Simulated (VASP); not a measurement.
# CsTa2 (Cmmm) in VASP: a series of runs

The runs below take CsTa2 through single point, with PBE.

Everything below comes from runs of VASP 6.6.1. Logs are shortened: lines on timing, memory, paths and dates and some standing lists are left out, and cuts for length are marked.

## (1) The cell of the first run

The typed cell holds 6 atoms: a = 3.027 Å, b = 5.273 Å, c = 9.133 Å, α = 90.01°, β = 90.00°, γ = 90.00°.

## (2) Single point, PBE

File INCAR:

```
PREC = Accurate ; ENCUT = 520
EDIFF = 1E-7 ; ISMEAR = 0
SIGMA = 0.2 ; LREAL = F
LASPH = T ; NELM = 80
ALGO = Fast ; ISIF = 2
LWAVE = F ; LCHARG = F
GGA = PE ; NBANDS = 40
```

File KPOINTS:

```
Automatic mesh
0
Gamma
  8 4 4
```

File POSCAR:

```
CsTa2
1.0
    0.0000000000      0.0000000000     -3.0266640126
   -2.6361594093     -4.5672495775      0.0000000000
   -7.9084782279      4.5672495775      0.0000000000
Cs Ta
2 4
Direct
    0.5000000000      0.0000000000      1.0000000000
    0.5000000000      0.5000000000      0.5000000000
    0.5000000000      0.4999651524      0.8333449492
    0.5000000000      0.9999651524      0.3333449492
    0.5000000000      0.0000348476      0.6666550508
    0.5000000000      0.5000348476      0.1666550508
```

Potentials or basis: VASP PAW PBE potentials, release 64 (Cs_sv, Ta_pv).

Started as:

```console
cat potpaw_PBE.64/Cs_sv/POTCAR potpaw_PBE.64/Ta_pv/POTCAR > POTCAR
mpirun -np 1 vasp_std > vasp.out
```

OUTCAR:

```text
PREC = Accurate
   ENCUT = 520
   EDIFF = 1E-7
   ISMEAR = 0
   LREAL = F
   LASPH = T
   NELM = 80
   ISIF = 2
   GGA = PE

 ion  position               nearest neighbor table
   1  0.500  0.000  0.000-   4 3.04   5 3.04   6 3.04   3 3.04   6 3.04   3 3.04
   2  0.500  0.500  0.500-   3 3.04   6 3.04   5 3.04   4 3.04   4 3.04   5 3.04
   3  0.500  0.500  0.833-   5 3.04   6 3.04   2 3.04   1 3.04   1 3.04   5 3.05
   4  0.500  1.000  0.333-   6 3.04   5 3.04   1 3.04   2 3.04   2 3.04   6 3.05
   5  0.500  0.000  0.667-   3 3.04   4 3.04   1 3.04   2 3.04   2 3.04   3 3.05
   6  0.500  0.500  0.167-   4 3.04   3 3.04   2 3.04   1 3.04   1 3.04   4 3.05

  LATTYP: Found a simple monoclinic cell.
 ALAT       =     5.2734339035
 B/A-ratio  =     0.5739455672
 C/A-ratio  =     1.7318066510
 COS(beta)  =    -0.0002441738

  Lattice vectors:

 A1 = (  -2.6361594093,  -4.5672495775,   0.0000000000)
 A2 = (   0.0000000000,   0.0000000000,   3.0266640126)
 A3 = (  -7.9084782279,   4.5672495775,   0.0000000000)

Analysis of symmetry for initial positions (statically):
=====================================================================
 Subroutine PRICEL returns following result:

  LATTYP: Found a base centered orthorhombic cell.
 ALAT       =     5.2723188186
 B/A-ratio  =     1.7325392241
 C/A-ratio  =     0.5740669555

  Lattice vectors:

 A1 = (  -2.6361594093,  -4.5672495775,   0.0000000000)
 A2 = (  -2.6361594093,   4.5672495775,   0.0000000000)
 A3 = (   0.0000000000,   0.0000000000,  -3.0266640126)

   2 primitive cells build up your supercell.

 Routine SETGRP: Setting up the symmetry group for a
 simple monoclinic supercell.

 Subroutine GETGRP returns: Found  4 space group operations
 (whereof  4 operations were pure point group operations)
 out of a pool of  4 trial point group operations.

The static configuration has the point symmetry C_2h.

Analysis of symmetry for dynamics (positions and initial velocities):
=====================================================================
 Subroutine PRICEL returns following result:

  LATTYP: Found a base centered orthorhombic cell.
 ALAT       =     5.2723188186
 B/A-ratio  =     1.7325392241
 C/A-ratio  =     0.5740669555

  Lattice vectors:

 A1 = (  -2.6361594093,  -4.5672495775,   0.0000000000)
 A2 = (  -2.6361594093,   4.5672495775,   0.0000000000)
 A3 = (   0.0000000000,   0.0000000000,  -3.0266640126)

   2 primitive cells build up your supercell.

[... 112 lines left out ...]
   NSW    =      0    number of steps for IOM
   IBRION =     -1    ionic relax: 0-MD 1-quasi-New 2-CG
   NFREE  =      0    steps in history (QN), initial steepest desc. (CG)
   ISIF   =      2    stress and relaxation
   ISYM   =      2    0-nonsym 1-usesym 2-fastsym
   POTIM  = 0.5000    time-step for ionic-motion
   TEBEG  =    0.0;   TEEND  =   0.0 temperature during run
   PSTRESS=    0.0 pullay stress
   NELECT =      62.0000    total number of electrons
   NUPDOWN=      -1.0000    fix difference up-down
   EMIN   =  10.00;   EMAX   =-10.00  energy-range for DOS
   EFERMI =   0.00;   METHOD = LEGACY
   ISMEAR =     0;   SIGMA  =   0.20  broadening in eV -4-tet -1-fermi 0-gaus
   EFERMI_NEDOS =   21; number of points for ismear=-14 and -15
   IALGO  =     68    algorithm
   IMIX   =      4    mixing-type and parameters
     AMIX     =   0.40;   BMIX     =  1.00
     AMIX_MAG =   1.60;   BMIX_MAG =  1.00
  volume/ion in A,a.u.               =      24.29       163.94
  Fermi-wavevector in a.u.,A,eV,Ry     =   1.231181  2.326594 20.623797  1.515806
  Thomas-Fermi vector in A             =   2.366000
   LORBIT       =      0    0 simple, 1 ext, 2 COOP (PROOUT), +10 PAW based schemes
   GGA     = PE    functional components
   LHFCALC =     F    Hartree Fock is set to
   AEXX    =    0.0000 exact exchange contribution
   IVDW    =     0    specifies the selected vdW correction
   LEPSILON=     F    determine dielectric tensor
   LRPA    =     F    only Hartree local field effects (RPA)
 non-spin polarized calculation
 RMM-DIIS sequential band-by-band and
 Gauss-broadening in eV      SIGMA  =   0.20
  energy-cutoff  :      520.00
  volume of cell :      145.76
 maximum number of plane-waves:      3960
 NGX is ok and might be reduce to    24

 number of electron      61.9999986 magnetization

 Free energy of the ion-electron system (eV)
  ---------------------------------------------------
  ext. energy  EPLUGINS =         0.00000000
  ---------------------------------------------------
  free energy    TOTEN  =       -37.24095235 eV

  energy without entropy =      -37.10700809  energy(sigma->0) =      -37.17398022

 E-fermi :   4.8510     XC(G=0): -11.1483

 val. band max:        4.8269055556   @ k =   0.5000   0.2500   0.0000
 cond. band min:       4.8514814596   @ k =   0.1250   0.5000   0.5000
 fundamental gap:      0.0245759041
 Fermi energy:         4.8510238153

 k-point     1 :       0.0000    0.0000    0.0000
  band No.  band energies     occupation
      1     -29.9174      2.00000
      2     -29.8901      2.00000
      3     -29.8896      2.00000
      4     -29.8271      2.00000
      5     -29.6716      2.00000
      6     -29.6018      2.00000
[... 1021 lines left out ...]
     39       7.0185      0.00000
     40       7.4601      0.00000

 [... further k-points ...]

------------------------ aborting loop because EDIFF is reached ----------------------------------------

  FORCE on cell =-STRESS in cart. coord.  units (eV):
  Direction    XX          YY          ZZ          XY          YZ          ZX
  --------------------------------------------------------------------------------------
  -------------------------------------------------------------------------------------
  Total        1.1911283      1.2291529      0.2598920      0.0428224      0.0000000      0.0000000
  in kB       13.0923775     13.5103278      2.8566223      0.4706862      0.0000000      0.0000000
  external PRESSURE =       9.8197758 kB  Pullay stress =       0.0000000 kB

 VOLUME and BASIS-vectors are now :
 -----------------------------------------------------------------------------
  energy-cutoff  :      520.00
  volume of cell :      145.76
      direct lattice vectors                 reciprocal lattice vectors
     0.000000000  0.000000000 -3.026664013     0.000000000  0.000000000 -0.330396765
    -2.636159409 -4.567249578  0.000000000    -0.094834933 -0.164212616  0.000000000
    -7.908478228  4.567249578  0.000000000    -0.094834933  0.054737539  0.000000000

 POSITION                                       TOTAL-FORCE (eV/Angst)
 -----------------------------------------------------------------------------------
      0.00000      0.00000     -1.51333         0.000000     -0.000000      0.000000
     -5.27232      0.00000     -1.51333         0.000000     -0.000000      0.000000
     -7.90848      1.52263     -1.51333        -0.053838      0.032106      0.000000
     -5.27232     -3.04462     -1.51333        -0.053838      0.032106     -0.000000
     -5.27232      3.04462     -1.51333         0.053838     -0.032106     -0.000000
     -2.63616     -1.52263     -1.51333         0.053838     -0.032106     -0.000000
 -----------------------------------------------------------------------------------
    total drift:                               -0.000000      0.000000     -0.000000

  FREE ENERGIE OF THE ION-ELECTRON SYSTEM (eV)
  ---------------------------------------------------
  free  energy   TOTEN  =       -37.2409523540 eV

  energy  without entropy=      -37.1070080938  energy(sigma->0) =      -37.17398022
```

OSZICAR:

```text
N       E                     dE             d eps       ncg     rms          rms(c)
DAV:   1     0.576113207210E+03    0.57611E+03   -0.32477E+04  4008   0.149E+03
DAV:   2    -0.384836803621E+01   -0.57996E+03   -0.56174E+03  4632   0.407E+02
DAV:   3    -0.384246897379E+02   -0.34576E+02   -0.33083E+02  5280   0.826E+01
DAV:   4    -0.392853609161E+02   -0.86067E+00   -0.84518E+00  4992   0.124E+01
DAV:   5    -0.393069500060E+02   -0.21589E-01   -0.21527E-01  5144   0.162E+00    0.176E+01
RMM:   6    -0.376125314536E+02    0.16944E+01   -0.23583E+00  4092   0.726E+00    0.810E+00
RMM:   7    -0.372409036588E+02    0.37163E+00   -0.26637E+00  4683   0.679E+00    0.979E-01
RMM:   8    -0.372323779367E+02    0.85257E-02   -0.29491E-01  4707   0.215E+00    0.737E-01
RMM:   9    -0.372429719738E+02   -0.10594E-01   -0.12863E-01  5451   0.118E+00    0.450E-01
RMM:  10    -0.372408234298E+02    0.21485E-02   -0.14560E-02  4850   0.513E-01    0.129E-01
RMM:  11    -0.372409155081E+02   -0.92078E-04   -0.41932E-03  5198   0.228E-01    0.653E-02
RMM:  12    -0.372409393220E+02   -0.23814E-04   -0.71263E-04  5658   0.942E-02    0.172E-02
RMM:  13    -0.372409502481E+02   -0.10926E-04   -0.10883E-04  5462   0.355E-02    0.806E-03
RMM:  14    -0.372409517177E+02   -0.14696E-05   -0.26249E-05  5363   0.154E-02    0.519E-03
RMM:  15    -0.372409523850E+02   -0.66730E-06   -0.70243E-06  5185   0.685E-03    0.153E-03
RMM:  16    -0.372409523238E+02    0.61208E-07   -0.21810E-06  4557   0.391E-03    0.187E-03
RMM:  17    -0.372409523540E+02   -0.30170E-07   -0.74394E-07  3838   0.226E-03
   1 F= -.37240952E+02 E0= -.37173980E+02  d E =-.133944E+00
```

stdout:

```text
POSCAR found type information on POSCAR CsTa
 POSCAR found :  2 types and       6 ions
 scaLAPACK will be used
 LDA part: xc-table for (Slater+PW92), standard interpolation
 POSCAR, INCAR and KPOINTS ok, starting setup
 FFT: planning ... GRIDC
 FFT: planning ... GRID_SOFT
 FFT: planning ... GRID
 WAVECAR not read
 entering main loop
```

Run time: 3.1 min. Hardware: 1 thread of AMD EPYC 9R45 (Zen 5), shared host; peak memory 0.36 GiB.

What came out:

| Quantity | Value |
| --- | --- |
| Free energy | -37.2410 eV |
| Pressure | 1.0 GPa |
| Largest force | 0.063 eV/Å |
| Band gap on the k mesh | zero (bands 31 and 32 overlap by 1.60 eV) |

Forces on the atoms (eV/Å):
```
Cs   0.000  0.000  0.000
Cs   0.000  0.000  0.000
Ta  -0.054  0.032  0.000
Ta  -0.054  0.032  0.000
Ta   0.054 -0.032  0.000
Ta   0.054 -0.032  0.000
```

Levels at points of the mesh, in eV from the Fermi level:
```
           k point  band 29  band 30  band 31  band 32  band 33  band 34
(0.00, 0.00, 0.00)    -0.97    -0.40    -0.08     0.06     1.73     1.86
(0.50, 0.00, 0.00)    -0.88    -0.21     0.07     0.45     0.45     0.50
(0.00, 0.50, 0.00)    -1.28    -1.28     0.29     0.29     1.93     1.93
(0.50, 0.50, 0.00)    -1.07    -1.07    -0.75    -0.75     1.11     1.11
(0.00, 0.00, 0.50)    -1.17    -1.17     0.79     0.79     1.04     1.04
(0.50, 0.00, 0.50)    -0.47    -0.47     0.07     0.07     0.11     0.11
(0.00, 0.50, 0.50)    -0.40    -0.40    -0.08    -0.08     0.06     0.06
(0.50, 0.50, 0.50)    -0.21    -0.20     0.08     0.08     0.95     0.95
```

Caveat: spin-orbit coupling is left out, which moves the levels of the heavy elements.

## (3) Single point, PBE

This run uses another cell than the first one: it holds 3 atoms, not 6.

File INCAR:

```
SYSTEM = CsTa2
PREC = Accurate
ENCUT = 520
EDIFF = 1E-6
ISMEAR = 0
SIGMA = 0.1
LREAL = .False.
LASPH = .True.
NELM = 80
ALGO = Fast
ISIF = 2
LWAVE = .False.
LCHARG = .False.
GGA = PE
NBANDS = 22
```

File KPOINTS:

```
Automatic mesh
0
Gamma
  10 10 16
  0 0 0
```

File POSCAR:

```
CsTa2
1.0
    2.6361594093     -4.5672495775      0.0000000000
    2.6361594093      4.5672495775      0.0000000000
    0.0000000000      0.0000000000      3.0266640126
Cs Ta
1 2
Direct
    0.0000000000      0.0000000000      0.5000000000
    0.3333101016      0.6666898984      0.5000000000
    0.6666898984      0.3333101016      0.5000000000
```

Potentials or basis: VASP PAW PBE potentials, release 64 (Cs_sv, Ta_pv).

Started as:

```console
cat potpaw_PBE.64/Cs_sv/POTCAR potpaw_PBE.64/Ta_pv/POTCAR > POTCAR
mpirun -np 1 vasp_std > vasp.out
```

Run time: 4 min. Hardware: 1 thread of AMD EPYC 9R45 (Zen 5), shared host; peak memory 0.48 GiB.

The run converged. Its results:

| Item | Value |
| --- | --- |
| Free energy | -18.6065 eV |
| Pressure | 0.9 GPa |
| Band gap on the k mesh | zero (an odd number of electrons rules out a gap without spin polarisation) |

Stress tensor (GPa, compression positive):
```
1.18 0.00 0.00
0.00 1.16 0.00
0.00 0.00 0.41
```

Levels at points of the mesh, in eV from the Fermi level:
```
           k point  band 13  band 14  band 15  band 16  band 17  band 18  band 19  band 20
(0.00, 0.00, 0.00)    -1.77    -0.95    -0.95     1.88     1.89     2.10     2.10     2.10
(0.50, 0.00, 0.00)    -1.67    -1.22    -0.37    -0.06     0.08     1.76     2.49     3.08
(0.50, 0.50, 0.00)    -1.67    -1.22    -0.37    -0.06     0.08     1.76     2.49     3.08
(0.00, 0.00, 0.50)    -1.93    -0.86    -0.86     0.48     0.48     0.53     2.70     2.70
(0.50, 0.00, 0.50)    -1.91    -1.59    -0.18     0.10     0.99     1.19     1.53     2.21
(0.50, 0.50, 0.50)    -1.91    -1.59    -0.18     0.10     0.99     1.19     1.53     2.21
```

Caveat: spin-orbit coupling is left out, which moves the levels of the heavy elements.
